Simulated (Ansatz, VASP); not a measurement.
**Two plane-wave programs on PtS2**

The input INCAR:

```
SYSTEM = PtS2
PREC = Accurate
ENCUT = 520
EDIFF = 1E-6
ISMEAR = 0
SIGMA = 0.1
LREAL = .False.
LASPH = .True.
NELM = 60
ALGO = Normal
ISIF = 2
LWAVE = .False.
LCHARG = .False.
GGA = PE
IVDW = 12
NBANDS = 18
```

The input KPOINTS:

```
regular mesh
0
Gamma
  6 6 6
  0 0 0
```

Contents of POSCAR:

```
PtS2
1.0
    1.6920000000      0.9768766600      5.5089985600
   -1.6920000000      0.9768766600      5.5089985600
    0.0000000000     -1.9537533100      5.5089985600
Pt S
1 2
Direct
    0.0000000000      0.0000000000      0.0000000000
    0.7510050900      0.7510050900      0.7510050900
    0.2489949100      0.2489949100      0.2489949100
```

Input for Ansatz:

```yaml
crystal:
  lattice:
    - [1.692, 0.97687666, 5.50899856]
    - [-1.692, 0.97687666, 5.50899856]
    - [0.0, -1.95375331, 5.50899856]
  atoms:
    - { symbol: Pt, position: [0.0, 0.0, 0.0] }
    - { symbol: S, position: [0.75100509, 0.75100509, 0.75100509] }
    - { symbol: S, position: [0.24899491, 0.24899491, 0.24899491] }
basis:
  ecutwfc: 420
kpoints:
  mp_grid: { grid: [6, 6, 6] }
hamiltonian:
  xc: pbe
  dispersion: d3bj
scf:
  occupations: { method: gaussian, width: 0.1 }
  lower_state_search: "off"
output:
  forces: true
  stress: true
  eigenvalues: true
```

Alike in both runs: task single point; functional PBE; dispersion D3(BJ); k mesh 6 × 6 × 6; occupations gaussian, width 0.1 eV; no spin polarisation.

|  | VASP | Ansatz |
| --- | --- | --- |
| version | VASP 6.6.1 | Ansatz 0.2.0 |
| potentials or method | VASP PAW PBE potentials, release 64 (Pt, S), cutoff 520 eV | scalar-relativistic, plane waves, PAW |
| valence electrons in the cell | 22 | 30 |

Ansatz gave:

| Property | Result |
| --- | --- |
| gap on the k mesh at the Fermi level (eV) | 0.77 |
| least direct gap on the mesh (eV) | 1.09 |
| pressure (GPa) | 1.7 |
| traceless stress, the component that is largest in VASP (GPa) | -7.50 |
| rms of the force components (eV/Å) | 0.416 |

Problem. What did VASP give for the same quantities?

Solution. gap on the k mesh at the Fermi level (eV): 0.77; least direct gap on the mesh (eV): 1.09; pressure (GPa): 1.2; traceless stress, the component that is largest in VASP (GPa): -7.43; rms of the force components (eV/Å): 0.436.

Atom by atom the forces differ by 0.020 eV/Å (rms over components). VASP's potentials hold 22 valence electrons a cell and Ansatz's 30, so a difference there can come from the potentials and not from the codes.

Spin-orbit coupling is off throughout.
